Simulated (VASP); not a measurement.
# NaCl: single point with B3LYP

Crystal: NaCl.

```
Cl Na
1.0
     3.50219    0.00000    0.00000
     0.00000    3.50219    0.00000
     0.00000    0.00000    3.50219
Cl Na
1 1
Direct
  0.50000 0.50000 0.50000
  0.00000 0.00000 0.00000
```

```json
{
  "Program": "VASP 6.6.1",
  "Task": "single point",
  "Functional": "B3LYP",
  "Potentials or basis": "VASP PAW PBE potentials, release 64 (Cl, Na_pv)",
  "Cutoff": "520 eV",
  "k mesh": "4 × 4 × 4",
  "Occupations": "fermi-dirac, width 0.05 eV",
  "Spin": "no spin polarisation",
  "Dipole correction": "no",
  "Grid for exact exchange (PRECFOCK)": "Normal",
  "Further INCAR settings": "ALGO = Normal; EDIFF = 1e-07; NBANDS = 14"
}
```

- Pressure: 0.3 GPa
- Band gap on the k mesh: 5.66 eV, indirect (least direct gap 6.18 eV)

Levels at points of the mesh, in eV from the valence-band top:
| k point | band 3 | band 4 | band 5 | band 6 | band 7 | band 8 | band 9 | band 10 | band 11 | band 12 |
| --- | --- | --- | --- | --- | --- | --- | --- | --- | --- | --- |
| (0.00, 0.00, 0.00) | -24.11 | -14.37 | -0.52 | -0.52 | -0.52 | 5.66 | 10.37 | 10.37 | 17.58 | 17.58 |
| (0.50, 0.00, 0.00) | -24.10 | -13.99 | -3.10 | -0.27 | -0.27 | 8.68 | 10.40 | 12.34 | 13.66 | 13.66 |
| (0.50, 0.50, 0.00) | -24.10 | -13.71 | -2.40 | -2.40 | 0.00 | 7.21 | 11.69 | 12.96 | 12.96 | 14.47 |
| (0.50, 0.50, 0.50) | -24.13 | -13.42 | -1.96 | -1.96 | -1.96 | 8.85 | 8.85 | 8.85 | 13.37 | 17.92 |

Wall time 3.3 min on 1 thread of AMD EPYC 7R13 Processor (Zen 3) (shared host), peak memory 0.12 GiB.

Caveat: the k points lie up to 0.45 Å⁻¹ apart; the PAW data sets were made with another functional, which shifts forces and pressure a little. A k mesh can miss the band edges.
